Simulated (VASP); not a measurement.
Input of a VASP 6.6.1 run:

Contents of POSCAR:

```
PbS
1.0
    8.3969063224      0.0000000000      0.0000000000
    0.0000000000      4.1985378630      0.0000000000
    0.0000000000      0.0000000000      5.9549034859
Pb S
4 4
Direct
    0.1248373440      0.7500000000      0.7501603134
    0.6248373440      0.7500000000      0.7498396866
    0.8751626560      0.2500000000      0.2498396866
    0.3751626560      0.2500000000      0.2501603134
    0.8753329468      0.2500000000      0.7502171910
    0.3753329468      0.2500000000      0.7497828090
    0.1246670532      0.7500000000      0.2497828090
    0.6246670532      0.7500000000      0.2502171910
```

Contents of INCAR.step1:

```
PREC = Accurate
ENCUT = 520
ISMEAR = 0
SIGMA = 0.01
LREAL = F
LASPH = T
NELM = 80
NBANDS = 50
GGA = PE
ALGO = Normal
EDIFF = 1E-4
LWAVE = T
LCHARG = F
```

File INCAR.step2:

```
PREC = Accurate
ENCUT = 520
EDIFF = 1E-7
ISMEAR = 0
SIGMA = 0.01
LREAL = F
LASPH = T
NELM = 80
ALGO = Normal
ISIF = 2
LWAVE = F
LCHARG = F
METAGGA = R2SCAN
LMIXTAU = T
NBANDS = 50
ISTART = 1
```

Contents of KPOINTS:

```
Automatic mesh
0
Gamma
  4 6 4
```

Potentials or basis: VASP PAW PBE potentials, release 64 (Pb_d, S).

Command:

```bash
$ cat potpaw_PBE.64/Pb_d/POTCAR potpaw_PBE.64/S/POTCAR > POTCAR
$ cp INCAR.step1 INCAR
$ mpirun -np 1 vasp_std > vasp.out
$ cp INCAR.step2 INCAR
$ mpirun -np 1 vasp_std > vasp.out
```

(1) Predict the band gap on the k mesh.

(2) What does it give for the pressure?

## Answers

(1) 0.64 eV.

(2) 1.0 GPa.

Caveat: the PAW data sets were made with another functional, which shifts forces and pressure a little; spin-orbit coupling is left out, which moves the levels of the heavy elements.
